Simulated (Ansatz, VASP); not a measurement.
One calculation of HfB2, two programs

The input INCAR:

```
ALGO = Normal
EDIFF = 1E-6
EDIFFG = -0.01
ENCUT = 600
GGA = PE
IBRION = 2
ISIF = 3
ISMEAR = -1
LASPH = T
LCHARG = F
LDAU = T
LDAUJ = 0 0
LDAUL = 2 -1
LDAUPRINT = 1
LDAUTYPE = 2
LDAUU = 6 0
LMAXMIX = 4
LREAL = F
LWAVE = F
NELM = 150
NSW = 60
PREC = Accurate
SIGMA = 0.05
```

File KPOINTS:

```
k-points
0
Gamma
  10 10 8
```

The input POSCAR:

```
HfB2
1.0
    3.1400000000      0.0000000000      0.0000000000
   -1.5700000000      2.7193197679      0.0000000000
    0.0000000000      0.0000000000      3.4800000000
Hf B
1 2
Direct
    0.0000000000      0.0000000000      0.0000000000
    0.6666666667      0.3333333333      0.5000000000
    0.3333333333      0.6666666667      0.5000000000
```

input.yaml

```yaml
crystal:
  lattice:
    - [3.14, 0.0, 0.0]
    - [-1.57, 2.7193197679, 0.0]
    - [0.0, 0.0, 3.48]
  atoms:
    - { symbol: Hf, position: [0.0, 0.0, 0.0] }
    - { symbol: B, position: [0.6666666667, 0.3333333333, 0.5] }
    - { symbol: B, position: [0.3333333333, 0.6666666667, 0.5] }
hamiltonian:
  xc: pbe
  pseudopotentials: { kind: paw }
  hubbard: { sites: [{ species: Hf, l: d, u_eff: 6.0 }] }
kpoints:
  mp_grid: { grid: [10, 10, 8] }
scf:
  occupations: { method: fermi_dirac, width: 0.05 }
output:
  forces: true
  stress: true
  eigenvalues: true
relax:
  f_tol: 0.01
  max_steps: 40
  cell: { stress_tol: 0.05 }
```

Alike in both runs: task relaxation of cell and atoms; functional PBE; k mesh 10 × 10 × 8; occupations fermi-dirac, width 0.05 eV; no spin polarisation; Hubbard terms Hf d U = 6.0 eV.

|  | VASP | Ansatz |
| --- | --- | --- |
| version | VASP 6.6.1 | Ansatz 0.2.0 |
| potentials or method | VASP PAW PBE potentials, release 64 (Hf_pv, B) | Ansatz PAW |
| plane-wave cutoff (eV) | 600 | 420 |
| valence electrons in the cell | 16 | 32 |

|  | VASP | Ansatz | Ansatz less VASP |
| --- | --- | --- | --- |
| gap on the k mesh at the Fermi level, each at its own relaxed structure (eV) | none | none | - |
| relaxed volume (Å³/atom) | 10.67 | 10.25 | -0.422 |
| relaxed cell length with the largest relative difference (Å) | 3.626 | 3.569 | -0.0566 |

The programs project onto different local orbitals, so the same U acts differently, and such runs can settle in different states. A gap of «none» marks a metal or a gap that the smearing closes. VASP's potentials hold 16 valence electrons a cell and Ansatz's 32, so a difference there can come from the potentials and not from the codes.

Neither program's run includes spin-orbit coupling. Noted on Ansatz's run: the plane-wave basis is chosen anew once the cell has moved, so the energies of steps on either side of that aren't comparable.
